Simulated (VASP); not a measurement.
# Re (Fmmm) in VASP: notebook

The runs below take Re through single point, with PBE.

Everything below comes from runs of VASP 6.6.1. Logs are shortened: lines on timing, memory, paths and dates and some standing lists are left out, and cuts for length are marked.

## (1) The cell of the first run

It takes space group Fmmm (No. 69, orthorhombic). Conventional cell: a = 3.808 Å, b = 3.915 Å, c = 4.238 Å, α = 90.00°, β = 90.00°, γ = 90.00°. Re (site symmetry mmm) has 12 Re at 2.73 to 2.89 Å within 3.6 Å.

## (2) Single point, PBE (normal strain along x -0.0275, normal strain along z +0.0825)

Input file INCAR:

```
SYSTEM = Re
PREC = Accurate
ENCUT = 520
EDIFF = 1E-7
ISMEAR = 0
SIGMA = 0.15
LREAL = .False.
LASPH = .True.
NELM = 80
ALGO = Normal
ISIF = 2
LWAVE = .False.
LCHARG = .False.
GGA = PE
NBANDS = 10
```

Input file KPOINTS:

```
Automatic mesh
0
Gamma
  10 10 10
  0 0 0
```

Input file POSCAR:

```
Re
1.0
    0.0000000000      1.9577236186      2.1192358171
    1.9038862191      0.0000000000      2.1192358171
    1.9038862191      1.9577236186      0.0000000000
Re
1
Direct
    0.0000000000      0.0000000000      0.0000000000
```

Potentials or basis: VASP PAW PBE potentials, release 64 (Re).

On the command line:

```
$ cat potpaw_PBE.64/Re/POTCAR > POTCAR
$ mpirun -np 1 vasp_std > vasp.out
```

OUTCAR:

```text
SYSTEM = Re
   PREC = Accurate
   ENCUT = 520
   EDIFF = 1E-7
   ISMEAR = 0
   LREAL = .False.
   LASPH = .True.
   NELM = 80
   ISIF = 2
   GGA = PE

 ion  position               nearest neighbor table
   1  0.000  0.000  0.000-

  LATTYP: Found a face centered orthorhombic cell.
 ALAT       =     3.8077724382
 B/A-ratio  =     1.0282776350
 C/A-ratio  =     1.1131105398

  Lattice vectors:

 A1 = (   0.0000000000,   1.9577236186,   2.1192358171)
 A2 = (   1.9038862191,   0.0000000000,   2.1192358171)
 A3 = (   1.9038862191,   1.9577236186,   0.0000000000)

Analysis of symmetry for initial positions (statically):
=====================================================================
 Subroutine PRICEL returns:
 Original cell was already a primitive cell.

 Routine SETGRP: Setting up the symmetry group for a
 face centered orthorhombic supercell.

 Subroutine GETGRP returns: Found  8 space group operations
 (whereof  8 operations were pure point group operations)
 out of a pool of  8 trial point group operations.

The static configuration has the point symmetry D_2h.

Analysis of symmetry for dynamics (positions and initial velocities):
=====================================================================
 Subroutine PRICEL returns:
 Original cell was already a primitive cell.

 Routine SETGRP: Setting up the symmetry group for a
 face centered orthorhombic supercell.

 Subroutine GETGRP returns: Found  8 space group operations
 (whereof  8 operations were pure point group operations)
 out of a pool of  8 trial point group operations.

The dynamic configuration has the point symmetry D_2h.

 Subroutine INISYM returns: Found  8 space group operations
 (whereof  8 operations are pure point group operations),
 and found     1 'primitive' translations

----------------------------------------------------------------------------------------

                                     Primitive cell

  volume of cell :      15.7980

  direct lattice vectors                    reciprocal lattice vectors
     0.000000000  1.957723619  2.119235817    -0.262620736  0.255398666  0.235934102
     1.903886219  0.000000000  2.119235817     0.262620736 -0.255398666  0.235934102
     1.903886219  1.957723619  0.000000000     0.262620736  0.255398666 -0.235934102

  length of vectors
     2.885106968  2.848849449  2.730835861     0.435732751  0.435732751  0.435732751

  position of ions in fractional coordinates (direct lattice)
     0.000000000  0.000000000  0.000000000

  ion indices of the primitive-cell ions
   primitive index   ion index
                 1           1

----------------------------------------------------------------------------------------

 KPOINTS: Automatic mesh

Automatic generation of k-mesh.
 Grid dimensions read from file:
 generate k-points for:   10   10   10

 Generating k-lattice:

  Cartesian coordinates                     Fractional coordinates (reciprocal lattice)
    -0.026262074  0.025539867  0.023593410     0.100000000  0.000000000 -0.000000000
     0.026262074 -0.025539867  0.023593410     0.000000000  0.100000000  0.000000000
     0.026262074  0.025539867 -0.023593410    -0.000000000 -0.000000000  0.100000000

  Length of vectors
     0.043573275  0.043573275  0.043573275

  Shift w.r.t. Gamma in fractional coordinates (k-lattice)
     0.000000000  0.000000000  0.000000000

 Subroutine IBZKPT returns following result:
 ===========================================

 Found    171 irreducible k-points:

 Following reciprocal coordinates:
            Coordinates               Weight
  0.000000  0.000000  0.000000      1.000000
  0.100000  0.000000  0.000000      8.000000
  0.200000  0.000000  0.000000      8.000000
  0.300000  0.000000  0.000000      8.000000
  0.400000  0.000000  0.000000      8.000000
  0.500000 -0.000000 -0.000000      4.000000
[... 16 lines left out ...]
  0.300000  0.300000  0.000000      2.000000
  0.400000  0.300000 -0.000000      8.000000
 [... further k-points ...]
   k-points           NKPTS =    171   k-points in BZ     NKDIM =    171   number of bands    NBANDS=     10
   number of dos      NEDOS =    301   number of ions     NIONS =      1
   total plane-waves  NPLWV =  11520
   dimension x,y,z NGX =    24 NGY =   24 NGZ =   20
   dimension x,y,z NGXF=    48 NGYF=   48 NGZF=   40
   ions per type =               1
   NGX,Y,Z   is equivalent  to a cutoff of  13.83, 14.01, 12.18 a.u.
   NGXF,Y,Z  is equivalent  to a cutoff of  27.66, 28.01, 24.35 a.u.
 SYSTEM =  Re
   PREC   = accura    normal or accurate (medium, high low for compatibility)
   ISTART =      0    job   : 0-new  1-cont  2-samecut
   ICHARG =      2    charge: 1-file 2-atom 10-const
   ISPIN  =      1    spin polarized calculation?
   LNONCOLLINEAR =      F non collinear calculations
   LSORBIT =      F    spin-orbit coupling
   LASPH  =      T    aspherical Exc in radial PAW
   ENCUT  =  520.0 eV  38.22 Ry    6.18 a.u.   5.36  5.30  5.08*2*pi/ulx,y,z
   NELM   =     80;   NELMIN=  2; NELMDL= -5     # of ELM steps
   EDIFF  = 0.1E-06   stopping-criterion for ELM
   LREAL  =      F    real-space projection
   EDIFFG = 0.1E-05   stopping-criterion for IOM
   NSW    =      0    number of steps for IOM
   IBRION =     -1    ionic relax: 0-MD 1-quasi-New 2-CG
   NFREE  =      0    steps in history (QN), initial steepest desc. (CG)
   ISIF   =      2    stress and relaxation
   ISYM   =      2    0-nonsym 1-usesym 2-fastsym
   POTIM  = 0.5000    time-step for ionic-motion
   TEBEG  =    0.0;   TEEND  =   0.0 temperature during run
   PSTRESS=    0.0 pullay stress
   NELECT =       7.0000    total number of electrons
   NUPDOWN=      -1.0000    fix difference up-down
   EMIN   =  10.00;   EMAX   =-10.00  energy-range for DOS
   EFERMI =   0.00;   METHOD = LEGACY
   ISMEAR =     0;   SIGMA  =   0.15  broadening in eV -4-tet -1-fermi 0-gaus
   EFERMI_NEDOS =   21; number of points for ismear=-14 and -15
   IALGO  =     38    algorithm
   IMIX   =      4    mixing-type and parameters
     AMIX     =   0.40;   BMIX     =  1.00
     AMIX_MAG =   1.60;   BMIX_MAG =  1.00
  volume/ion in A,a.u.               =      15.80       106.61
  Fermi-wavevector in a.u.,A,eV,Ry     =   1.248074  2.358518 21.193637  1.557688
  Thomas-Fermi vector in A             =   2.382177
   LORBIT       =      0    0 simple, 1 ext, 2 COOP (PROOUT), +10 PAW based schemes
   GGA     = PE    functional components
   LHFCALC =     F    Hartree Fock is set to
   AEXX    =    0.0000 exact exchange contribution
   IVDW    =     0    specifies the selected vdW correction
   LEPSILON=     F    determine dielectric tensor
   LRPA    =     F    only Hartree local field effects (RPA)
 non-spin polarized calculation
 Gauss-broadening in eV      SIGMA  =   0.15
  energy-cutoff  :      520.00
  volume of cell :       15.80
 maximum number of plane-waves:       434
 NGX is ok and might be reduce to    24
   NGX = 11   NGY = 11   NGZ = 11

 number of electron       7.0000000 magnetization

 Free energy of the ion-electron system (eV)
  ---------------------------------------------------
  ext. energy  EPLUGINS =         0.00000000
  ---------------------------------------------------
  free energy    TOTEN  =       -12.25088704 eV

  energy without entropy =      -12.23869188  energy(sigma->0) =      -12.24478946

 E-fermi :   7.3345     XC(G=0): -13.3383

 val. band max:        7.3204556310   @ k =  -0.4000   0.3000   0.3000
 cond. band min:       7.3592700211   @ k =   0.2000   0.4000   0.1000
 fundamental gap:      0.0388143901
 Fermi energy:         7.3344514605

 k-point     1 :       0.0000    0.0000    0.0000
  band No.  band energies     occupation
      1      -2.3375      2.00000
      2       4.7548      2.00000
      3       5.8972      2.00000
      4       6.2252      2.00000
      5       7.4333      0.35138
      6       9.2594      0.00000
      7      21.2878      0.00000
      8      24.6070      0.00000
      9      26.8952      0.00000
     10      27.8866      0.00000

 k-point     2 :       0.1000    0.0000    0.0000
  band No.  band energies     occupation
      1      -1.9133      2.00000
      2       4.8348      2.00000
      3       5.8136      2.00000
      4       6.3007      2.00000
      5       7.4084      0.48548
      6       9.0442      0.00000
      7      22.0619      0.00000
      8      24.3954      0.00000
      9      26.3562      0.00000
     10      28.2073      0.00000

 k-point     3 :       0.2000    0.0000    0.0000
  band No.  band energies     occupation
      1      -0.7973      2.00000
      2       4.7863      2.00000
      3       5.5276      2.00000
      4       6.6234      2.00000
      5       7.7836      0.00002
      6       8.7444      0.00000
      7      22.1102      0.00000
      8      23.9266      0.00000
      9      27.9439      0.00000
     10      30.2529      0.00000

 k-point     4 :       0.3000    0.0000    0.0000
  band No.  band energies     occupation
      1       0.3991      2.00000
      2       4.9920      2.00000
      3       5.2132      2.00000
      4       6.5632      2.00000
      5       8.9511      0.00000
      6       9.1272      0.00000
      7      19.9555      0.00000
      8      23.3378      0.00000
      9      29.9107      0.00000
     10      30.8779      0.00000
[... 222 lines left out ...]
 k-point    22 :      -0.2000    0.2000    0.0000
  band No.  band energies     occupation
      1       1.3925      2.00000
      2       3.9133      2.00000
      3       5.1156      2.00000
      4       7.2922      1.30951
      5       7.8002      0.00001
      6      10.9888      0.00000
      7      20.2177      0.00000
      8      24.0000      0.00000
      9      26.3363      0.00000
     10      26.6430      0.00000

 k-point    23 :       0.3000    0.3000    0.0000
  band No.  band energies     occupation
      1       0.8354      2.00000
      2       2.7709      2.00000
      3       5.5652      2.00000
      4       8.7939      0.00000
      5       8.8102      0.00000
      6      10.2052      0.00000
      7      23.8181      0.00000
      8      23.9161      0.00000
      9      24.5309      0.00000
     10      27.8707      0.00000

 k-point    24 :       0.4000    0.3000   -0.0000
  band No.  band energies     occupation
      1       1.3463      2.00000
      2       2.6443      2.00000
      3       5.6798      2.00000
      4       9.1114      0.00000
      5      10.2253      0.00000
      6      10.6294      0.00000
      7      20.5168      0.00000
      8      22.5971      0.00000
      9      23.2346      0.00000
     10      28.6766      0.00000

 [... further k-points ...]
[... 5 lines left out ...]
  --------------------------------------------------------------------------------------
  -------------------------------------------------------------------------------------
  Total       -0.6038470     -1.0673101     -3.1389459      0.0000000      0.0000000      0.0000000
  in kB      -61.2400887   -108.2429334   -318.3411331      0.0000000      0.0000000      0.0000000
  external PRESSURE =    -162.6080517 kB  Pullay stress =       0.0000000 kB

 VOLUME and BASIS-vectors are now :
 -----------------------------------------------------------------------------
  energy-cutoff  :      520.00
  volume of cell :       15.80
      direct lattice vectors                 reciprocal lattice vectors
     0.000000000  1.957723619  2.119235817    -0.262620736  0.255398666  0.235934102
     1.903886219  0.000000000  2.119235817     0.262620736 -0.255398666  0.235934102
     1.903886219  1.957723619  0.000000000     0.262620736  0.255398666 -0.235934102

 POSITION                                       TOTAL-FORCE (eV/Angst)
 -----------------------------------------------------------------------------------
      0.00000      0.00000      0.00000         0.000000      0.000000      0.000000
 -----------------------------------------------------------------------------------
    total drift:                                0.000000      0.000000     -0.000000

  FREE ENERGIE OF THE ION-ELECTRON SYSTEM (eV)
  ---------------------------------------------------
  free  energy   TOTEN  =       -12.2508870360 eV

  energy  without entropy=      -12.2386918799  energy(sigma->0) =      -12.24478946
```

Run time: 14 s. Hardware: 1 thread of Intel Xeon Platinum 8488C (Sapphire Rapids), shared host; peak memory 0.15 GiB.

What came out:

```
Free energy : -12.2509 eV
Pressure    : -16.3 GPa
```

Caveat: the cell differs from its parent crystal (normal strain along x -0.0275, normal strain along z +0.0825); spin-orbit coupling is left out, which moves the levels of the heavy elements.

## (3) Single point, PBE (normal strain along x +0.0275, normal strain along z +0.0825)

Input file INCAR:

```
PREC = Accurate
ENCUT = 520
EDIFF = 1E-6
ISMEAR = 0
SIGMA = 0.15
LREAL = F
LASPH = T
NELM = 100
ALGO = Normal
ISIF = 2
LWAVE = F
LCHARG = F
GGA = PE
NBANDS = 10
```

Input file KPOINTS:

```
regular mesh
0
Gamma
  10 10 10
```

Input file POSCAR:

```
Re
1.0
    0.0000000000      1.9577236186      2.1192358171
    2.0115610181      0.0000000000      2.1192358171
    2.0115610181      1.9577236186      0.0000000000
Re
1
Direct
    0.0000000000      0.0000000000      0.0000000000
```

Potentials or basis: VASP PAW PBE potentials, release 64 (Re).

On the command line:

```
$ cat potpaw_PBE.64/Re/POTCAR > POTCAR
$ mpirun -np 1 vasp_std > vasp.out
```

It took 21 s on 1 thread of AMD EPYC 9R45 (Zen 5), shared host; peak memory 0.13 GiB.

The run converged. Its results:

* Free energy: -12.1537 eV
* Pressure: -30.8 GPa

Stress tensor (GPa, compression positive):
```
-28.60   0.00   0.00
  0.00 -23.09   0.00
  0.00   0.00 -40.67
```

Levels at points of the mesh, in eV from the Fermi level:
```tsv
k point	band 1	band 2	band 3	band 4	band 5	band 6	band 7	band 8
(0.00, 0.00, 0.00)	-9.28	-2.17	-1.47	-1.16	0.36	1.55	13.82	17.51
(0.50, 0.00, 0.00)	-6.03	-2.23	-1.32	0.06	2.84	3.31	8.27	13.12
(0.50, 0.50, 0.00)	-5.89	-4.98	1.51	3.10	3.49	3.77	9.86	11.87
(0.50, 0.00, 0.50)	-5.76	-5.07	2.95	3.01	3.32	4.08	10.46	10.97
(0.00, 0.50, 0.50)	-5.81	-4.99	2.48	2.89	3.16	4.20	10.78	11.11
```

Caveat: the cell differs from its parent crystal (normal strain along x +0.0275, normal strain along z +0.0825); spin-orbit coupling is left out, which moves the levels of the heavy elements.

## (4) Single point, PBE (normal strain along x +0.0275, normal strain along z +0.1100)

Input file INCAR:

```
SYSTEM = Re
  ALGO = Fast
  EDIFF = 1E-6
  ENCUT = 520
  GGA = PE
  ISIF = 2
  ISMEAR = 0
  LASPH = .True.
  LCHARG = .False.
  LREAL = .False.
  LWAVE = .False.
  NBANDS = 10
  NELM = 60
  PREC = Accurate
  SIGMA = 0.15
```

Input file KPOINTS:

```
k-points
0
Gamma
  10 10 10
  0 0 0
```

Input file POSCAR:

```
Re
1.0
    0.0000000000      1.9577236186      2.1730732166
    2.0115610181      0.0000000000      2.1730732166
    2.0115610181      1.9577236186      0.0000000000
Re
1
Direct
    0.0000000000      0.0000000000      0.0000000000
```

On the command line:

```
$ cat potpaw_PBE.64/Re/POTCAR > POTCAR
$ mpirun -np 1 vasp_std > vasp.out
```

Wall time 26 s (1 thread of AMD EPYC 9R45 (Zen 5), shared host); peak memory 0.13 GiB.

Results (log left out):

```yaml
Free_energy: -12.0370 eV
Pressure: -35.4 GPa
```

Stress tensor (GPa, compression positive):
```
-31.40   0.00   0.00
  0.00 -27.36   0.00
  0.00   0.00 -47.31
```

Levels at points of the mesh, in eV from the Fermi level:
| k point | band 1 | band 2 | band 3 | band 4 | band 5 | band 6 | band 7 |
| --- | --- | --- | --- | --- | --- | --- | --- |
| (0.00, 0.00, 0.00) | -9.10 | -2.29 | -1.28 | -0.99 | 0.10 | 1.67 | 13.84 |
| (0.50, 0.00, 0.00) | -5.85 | -2.29 | -1.12 | 0.06 | 2.66 | 3.22 | 8.00 |
| (0.50, 0.50, 0.00) | -5.74 | -4.81 | 1.18 | 3.01 | 3.33 | 3.57 | 9.13 |
| (0.50, 0.00, 0.50) | -5.56 | -4.88 | 2.77 | 2.99 | 3.10 | 4.09 | 10.10 |
| (0.00, 0.50, 0.50) | -5.60 | -4.79 | 2.57 | 2.67 | 2.84 | 4.19 | 10.43 |

Caveat: the cell differs from its parent crystal (normal strain along x +0.0275, normal strain along z +0.1100); spin-orbit coupling is left out, which moves the levels of the heavy elements.

## (5) Summary

```tsv
cell	gap on the mesh (eV)	pressure (GPa)
a = 2.885, b = 2.849, c = 2.731 Å, angles 62.2, 60.9, 56.9°, 1 atom	none	-16.3
a = 2.885, b = 2.922, c = 2.807 Å, angles 60.4, 61.8, 57.8°, 1 atom	none	-30.8
a = 2.925, b = 2.961, c = 2.807 Å, angles 60.9, 62.2, 57.0°, 1 atom	none	-35.4
```

Alike in all rows: task single point; level PBE; potentials or basis VASP PAW PBE potentials, release 64 (Re); no spin polarisation; k mesh 10 × 10 × 10; cutoff (eV) 520; smearing gaussian 0.15 eV.

Caveats: spin-orbit coupling is left out, which moves the levels of the heavy elements.

Total energies depend on the potentials used, so only differences within one code and one set of settings carry meaning.
